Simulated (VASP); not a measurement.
# TaN (P6_3mc) in VASP: notebook, part 2 of 2

VASP 6.6.1. Earlier steps stand in the parts before.

### 4 Electric field gradients, PBE (volume scaled by 0.99)

INCAR

```
PREC = Accurate
ENCUT = 520
EDIFF = 1E-8
ISMEAR = -1
SIGMA = 0.01
LREAL = F
LASPH = T
NELM = 100
ALGO = Normal
ISIF = 2
LWAVE = F
LCHARG = F
GGA = PE
LEFG = T
NBANDS = 24
```

KPOINTS

```
regular mesh
0
Gamma
  9 9 5
```

POSCAR

```
TaN
1.0
    3.0398003418      0.0000000000      0.0000000000
   -1.5199001709      2.6325443184      0.0000000000
    0.0000000000      0.0000000000      4.9234781375
Ta N
2 2
Direct
    0.3333333333      0.6666666667      0.0000000000
    0.6666666667      0.3333333333      0.5000000000
    0.3333333333      0.6666666667      0.3850000000
    0.6666666667      0.3333333333      0.8850000000
```

Potentials or basis: VASP PAW PBE potentials, release 64 (Ta_pv, N).

Launch:

```console
$ cat potpaw_PBE.64/Ta_pv/POTCAR potpaw_PBE.64/N/POTCAR > POTCAR
$ mpirun -np 1 vasp_std > vasp.out
```

OUTCAR:

```text
PREC = Accurate
   ENCUT = 520
   EDIFF = 1E-8
   ISMEAR = -1
   LREAL = F
   LASPH = T
   NELM = 100
   ISIF = 2
   GGA = PE

 ion  position               nearest neighbor table
   1  0.333  0.667  0.000-   4 1.84   4 1.84   4 1.84   3 1.90   2 3.02   2 3.02   2 3.02   2 3.02
                             2 3.02   2 3.02
   2  0.667  0.333  0.500-   3 1.84   3 1.84   3 1.84   4 1.90   1 3.02   1 3.02   1 3.02   1 3.02
                             1 3.02   1 3.02
   3  0.333  0.667  0.385-   2 1.84   2 1.84   2 1.84   1 1.90
   4  0.667  0.333  0.885-   1 1.84   1 1.84   1 1.84   2 1.90

  LATTYP: Found a hexagonal cell.
 ALAT       =     3.0398003418
 C/A-ratio  =     1.6196715520
[... 880 lines left out ...]
 ion       V_xx      V_yy      V_zz      V_xy      V_xz      V_yz
---------------------------------------------------------------------
   1     -62.289   -62.289   124.578    -0.000    -0.000     0.000
   2     -62.289   -62.289   124.578    -0.000     0.000    -0.000
   3      -5.457    -5.456    10.914     0.001     0.000    -0.000
   4      -5.457    -5.456    10.914     0.001    -0.000     0.000
---------------------------------------------------------------------

 Electric field gradients after diagonalization (V/A^2)
 (convention: |V_zz| > |V_xx| > |V_yy|)
----------------------------------------------------------------------
 ion       V_xx      V_yy      V_zz     asymmetry (V_yy - V_xx)/ V_zz
----------------------------------------------------------------------
   1     -62.289   -62.288   124.578       0.000
   2     -62.289   -62.288   124.578       0.000
   3      -5.458    -5.456    10.914       0.000
   4      -5.458    -5.456    10.914       0.000
----------------------------------------------------------------------

           NMR quadrupolar parameters

 Cq : quadrupolar parameter    Cq=e*Q*V_zz/h
 eta: asymmetry parameters     (V_yy - V_xx)/ V_zz
 Q  : nuclear electric quadrupole moment in mb (millibarn)
----------------------------------------------------------------------
 ion       Cq(MHz)       eta       Q (mb)
----------------------------------------------------------------------
   1       0.301       0.000       1.000
   2       0.301       0.000       1.000
   3       0.026       0.000       1.000
   4       0.026       0.000       1.000
----------------------------------------------------------------------
```

stdout:

```text
POSCAR found type information on POSCAR TaN
 POSCAR found :  2 types and       4 ions
 scaLAPACK will be used
 LDA part: xc-table for (Slater+PW92), standard interpolation
 POSCAR, INCAR and KPOINTS ok, starting setup
 FFT: planning ... GRIDC
 FFT: planning ... GRID_SOFT
 FFT: planning ... GRID
 WAVECAR not read
 entering main loop
ion   1

ion   2

ion   3

ion   4
```

It took 29 s on 1 thread of Intel Xeon Platinum 8488C (Sapphire Rapids), shared host; peak memory 0.17 GiB.

Results:

```
Free energy            : -37.3002 eV
Pressure               : 148.0 GPa
Largest force          : 2.390 eV/Å
Band gap on the k mesh : zero (band 16 reaches 10.47 eV, above the bottom of band 17 at 8.23 eV)
```

Forces in eV/Å, atoms in the order of the input:
```
Ta   0.000  0.000  2.390
Ta   0.000  0.000  2.390
N    0.000  0.000 -2.390
N    0.000  0.000 -2.390
```

Stress tensor (GPa, compression positive):
```
156.76   0.00   0.00
  0.00 156.76   0.00
  0.00   0.00 130.37
```

Electric field gradients, principal values (V/Å²):
| atom | least | middle | greatest (by size) |
| --- | --- | --- | --- |
| 1 Ta | -62.288 | -62.289 | 124.578 |
| 2 Ta | -62.288 | -62.289 | 124.578 |
| 3 N | -5.456 | -5.458 | 10.914 |
| 4 N | -5.456 | -5.458 | 10.914 |

Caveat: without QUAD_EFG the Cq values of the log hold for a quadrupole moment of 1 mb, not for the nuclei; spin-orbit coupling is left out, which moves the levels of the heavy elements; forces of over 1 eV/Å act on the atoms, so gaps and moduli don't describe the material at rest.

### 5 Electric field gradients, PBE (volume scaled by 0.99)

INCAR

```
SYSTEM = TaN
ALGO     = Normal         ! electronic algorithm
EDIFF    = 1E-8           ! SCF threshold, eV
ENCUT    = 520            ! plane-wave cutoff, eV
GGA      = PE             ! functional
ISIF     = 2              ! what is computed and relaxed
ISMEAR   = -1             ! smearing method
LASPH    = .TRUE.         ! aspherical terms in the spheres
LCHARG   = .FALSE.        ! write CHGCAR
LEFG     = .TRUE.       
LREAL    = .FALSE.        ! projectors in reciprocal space
LWAVE    = .FALSE.        ! write WAVECAR
NBANDS   = 24             ! bands
NELM     = 60             ! most SCF steps
PREC     = Accurate       ! precision mode
SIGMA    = 0.01           ! smearing width, eV
```

KPOINTS

```
k-points
0
G
  9 9 5
  0 0 0
```

POSCAR is that of step 4.

Potentials or basis: VASP PAW PBE potentials, release 64 (Ta_pv, N).

Launch:

```console
$ cat potpaw_PBE.64/Ta_pv/POTCAR potpaw_PBE.64/N/POTCAR > POTCAR
$ mpirun -np 1 vasp_std > vasp.out
```

OUTCAR:

```text
SYSTEM = TaN
   EDIFF = 1E-8
   ENCUT = 520
   GGA = PE
   ISIF = 2
   ISMEAR = -1
   LASPH = .TRUE.
   LREAL = .FALSE.
   NELM = 60
   PREC = Accurate

 ion  position               nearest neighbor table
   1  0.333  0.667  0.000-   4 1.84   4 1.84   4 1.84   3 1.90   2 3.02   2 3.02   2 3.02   2 3.02
                             2 3.02   2 3.02
   2  0.667  0.333  0.500-   3 1.84   3 1.84   3 1.84   4 1.90   1 3.02   1 3.02   1 3.02   1 3.02
                             1 3.02   1 3.02
   3  0.333  0.667  0.385-   2 1.84   2 1.84   2 1.84   1 1.90
   4  0.667  0.333  0.885-   1 1.84   1 1.84   1 1.84   2 1.90

  LATTYP: Found a hexagonal cell.
 ALAT       =     3.0398003418
 C/A-ratio  =     1.6196715520

  Lattice vectors:

 A1 = (   3.0398003418,   0.0000000000,   0.0000000000)
 A2 = (  -1.5199001709,   2.6325443184,   0.0000000000)
 A3 = (   0.0000000000,   0.0000000000,   4.9234781375)

Analysis of symmetry for initial positions (statically):
=====================================================================
 Subroutine PRICEL returns:
 Original cell was already a primitive cell.

 Routine SETGRP: Setting up the symmetry group for a
 hexagonal supercell.

 Subroutine GETGRP returns: Found 12 space group operations
 (whereof  6 operations were pure point group operations)
 out of a pool of 24 trial point group operations.

The static configuration has the point symmetry C_3v.
 The point group associated with its full space group is C_6v.

Analysis of symmetry for dynamics (positions and initial velocities):
=====================================================================
 Subroutine PRICEL returns:
 Original cell was already a primitive cell.

 Routine SETGRP: Setting up the symmetry group for a
[... 819 lines left out ...]
  Direction    XX          YY          ZZ          XY          YZ          ZX
  --------------------------------------------------------------------------------------
  -------------------------------------------------------------------------------------
  Total       38.5501672     38.5501672     32.0592539      0.0000000     -0.0000000     -0.0000000
  in kB     1567.6318696   1567.6318696   1303.6806796      0.0000000     -0.0000000     -0.0000000
  external PRESSURE =    1479.6481396 kB  Pullay stress =       0.0000000 kB

 VOLUME and BASIS-vectors are now :
 -----------------------------------------------------------------------------
  energy-cutoff  :      520.00
  volume of cell :       39.40
      direct lattice vectors                 reciprocal lattice vectors
     3.039800342  0.000000000  0.000000000     0.328968974  0.189930326  0.000000000
    -1.519900171  2.632544318  0.000000000     0.000000000  0.379860652  0.000000000
     0.000000000  0.000000000  4.923478138     0.000000000  0.000000000  0.203108447

 POSITION                                       TOTAL-FORCE (eV/Angst)
 -----------------------------------------------------------------------------------
     -0.00000      1.75503      0.00000         0.000000      0.000000      2.390310
      1.51990      0.87751      2.46174        -0.000000      0.000000      2.390310
     -0.00000      1.75503      1.89554         0.000000      0.000000     -2.390310
      1.51990      0.87751      4.35728         0.000000      0.000000     -2.390310
 -----------------------------------------------------------------------------------
    total drift:                               -0.000000      0.000000      0.000555

  FREE ENERGIE OF THE ION-ELECTRON SYSTEM (eV)
  ---------------------------------------------------
  free  energy   TOTEN  =       -37.3001789716 eV

  energy  without entropy=      -37.2991108176  energy(sigma->0) =      -37.29964489

 Electric field gradients (V/A^2)
---------------------------------------------------------------------
 ion       V_xx      V_yy      V_zz      V_xy      V_xz      V_yz
---------------------------------------------------------------------
   1     -62.289   -62.289   124.578    -0.000    -0.000     0.000
   2     -62.289   -62.289   124.578    -0.000     0.000    -0.000
   3      -5.457    -5.456    10.914     0.001     0.000    -0.000
   4      -5.457    -5.456    10.914     0.001    -0.000     0.000
---------------------------------------------------------------------

 Electric field gradients after diagonalization (V/A^2)
 (convention: |V_zz| > |V_xx| > |V_yy|)
----------------------------------------------------------------------
 ion       V_xx      V_yy      V_zz     asymmetry (V_yy - V_xx)/ V_zz
----------------------------------------------------------------------
   1     -62.289   -62.288   124.578       0.000
   2     -62.289   -62.288   124.578       0.000
   3      -5.458    -5.456    10.914       0.000
   4      -5.458    -5.456    10.914       0.000
----------------------------------------------------------------------

           NMR quadrupolar parameters

 Cq : quadrupolar parameter    Cq=e*Q*V_zz/h
 eta: asymmetry parameters     (V_yy - V_xx)/ V_zz
 Q  : nuclear electric quadrupole moment in mb (millibarn)
----------------------------------------------------------------------
 ion       Cq(MHz)       eta       Q (mb)
----------------------------------------------------------------------
   1       0.301       0.000       1.000
   2       0.301       0.000       1.000
   3       0.026       0.000       1.000
   4       0.026       0.000       1.000
----------------------------------------------------------------------
```

OSZICAR:

```text
N       E                     dE             d eps       ncg     rms          rms(c)
DAV:   1     0.291254499705E+03    0.29125E+03   -0.17683E+04  1736   0.144E+03
DAV:   2    -0.302673198696E+02   -0.32152E+03   -0.30651E+03  2080   0.430E+02
DAV:   3    -0.444486146942E+02   -0.14181E+02   -0.14002E+02  2120   0.890E+01
DAV:   4    -0.445779769817E+02   -0.12936E+00   -0.12932E+00  1936   0.910E+00
DAV:   5    -0.445792703210E+02   -0.12933E-02   -0.12930E-02  2216   0.792E-01    0.612E+01
DAV:   6    -0.373965622588E+02    0.71827E+01   -0.23742E+01  2032   0.384E+01    0.260E+01
DAV:   7    -0.373378677478E+02    0.58695E-01   -0.94098E-01  1824   0.778E+00    0.137E+01
DAV:   8    -0.373042273566E+02    0.33640E-01   -0.46137E-02  2104   0.154E+00    0.159E+00
DAV:   9    -0.373001174027E+02    0.41100E-02   -0.10937E-02  2104   0.785E-01    0.132E-01
DAV:  10    -0.373001822026E+02   -0.64800E-04   -0.53567E-04  2032   0.187E-01    0.266E-02
DAV:  11    -0.373001794230E+02    0.27796E-05   -0.11462E-05  2112   0.277E-02    0.120E-02
DAV:  12    -0.373001792151E+02    0.20789E-06   -0.18353E-06  2056   0.120E-02    0.400E-03
DAV:  13    -0.373001789718E+02    0.24325E-06   -0.27620E-07  1984   0.434E-03    0.186E-03
DAV:  14    -0.373001789716E+02    0.19554E-09   -0.14670E-08  1248   0.109E-03
   1 F= -.37300179E+02 E0= -.37299645E+02  d E =-.106815E-02
```

It took 24 s on 1 thread of Intel Xeon Platinum 8488C (Sapphire Rapids), shared host; peak memory 0.17 GiB.

What came out:

| Quantity | Value |
| --- | --- |
| Free energy | -37.3002 eV |
| Pressure | 148.0 GPa |
| Largest force | 2.390 eV/Å |
| Band gap on the k mesh | zero (band 16 reaches 10.47 eV, above the bottom of band 17 at 8.23 eV) |

Forces on the atoms (eV/Å):
```
Ta   0.000  0.000  2.390
Ta   0.000  0.000  2.390
N    0.000  0.000 -2.390
N    0.000  0.000 -2.390
```

Electric field gradients, principal values (V/Å²):
```
atom    least   middle  greatest (by size)
1 Ta  -62.288  -62.289             124.578
2 Ta  -62.288  -62.289             124.578
 3 N   -5.456   -5.458              10.914
 4 N   -5.456   -5.458              10.914
```

Caveat: without QUAD_EFG the Cq values of the log hold for a quadrupole moment of 1 mb, not for the nuclei; spin-orbit coupling is left out, which moves the levels of the heavy elements; forces of over 1 eV/Å act on the atoms, so gaps and moduli don't describe the material at rest.
